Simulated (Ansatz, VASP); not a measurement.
**One calculation of NaF, two programs**

The input INCAR:

```
SYSTEM = NaF
ALGO = Normal
EDIFF = 1E-7
ENCUT = 520
GGA = PE
ISIF = 2
ISMEAR = 0
LASPH = .True.
LCHARG = .False.
LREAL = .False.
LWAVE = .False.
NBANDS = 14
NELM = 100
PREC = Accurate
SIGMA = 0.05
```

The input KPOINTS:

```
k-points
0
Gamma
  8 8 8
  0 0 0
```

The input POSCAR:

```
NaF
1.0
    0.0000000000      2.2884505000      2.2536010000
    2.2884505000      0.0000000000      2.2536010000
    2.2884505000      2.2884505000      0.0000000000
Na F
1 1
Direct
    0.0000000000      0.0000000000      0.0000000000
    0.5000000000      0.5000000000      0.5000000000
```

Input for Ansatz:

```yaml
crystal:
  lattice:
    - [0.0, 2.2884505, 2.253601]
    - [2.2884505, 0.0, 2.253601]
    - [2.2884505, 2.2884505, 0.0]
  atoms:
    - { symbol: Na, position: [0.0, 0.0, 0.0] }
    - { symbol: F, position: [0.5, 0.5, 0.5] }
basis:
  ecutwfc: 420
kpoints:
  mp_grid: { grid: [8, 8, 8] }
hamiltonian:
  xc: pbe
scf:
  occupations: { method: gaussian, width: 0.05 }
output:
  forces: true
  stress: true
  eigenvalues: true
```

Change from the starting cell: strain -0.015 along x and y, -0.030 along z, atoms carried along.

Alike in both runs: task single point; functional PBE; k mesh 8 × 8 × 8; occupations gaussian, width 0.05 eV; no spin polarisation.

|  | VASP | Ansatz |
| --- | --- | --- |
| version | VASP 6.6.1 | Ansatz 0.2.0 |
| potentials or method | VASP PAW PBE potentials, release 64 (Na_pv, F), cutoff 520 eV | scalar-relativistic, plane waves, PAW |
| valence electrons in the cell | 14 | 16 |

```tsv
	VASP	Ansatz	Ansatz less VASP
gap on the k mesh at the Fermi level (eV)	6.59	6.61	+0.017
least direct gap on the mesh (eV)	6.59	6.61	+0.017
pressure (GPa)	5.3	5.4	+0.07
traceless stress, the component that is largest in VASP (GPa)	1.23	1.19	-0.040
```

With one functional, cell and mesh, what is left measures potentials, basis and numerics. VASP's potentials hold 14 valence electrons a cell and Ansatz's 16, so a difference there can come from the potentials and not from the codes.
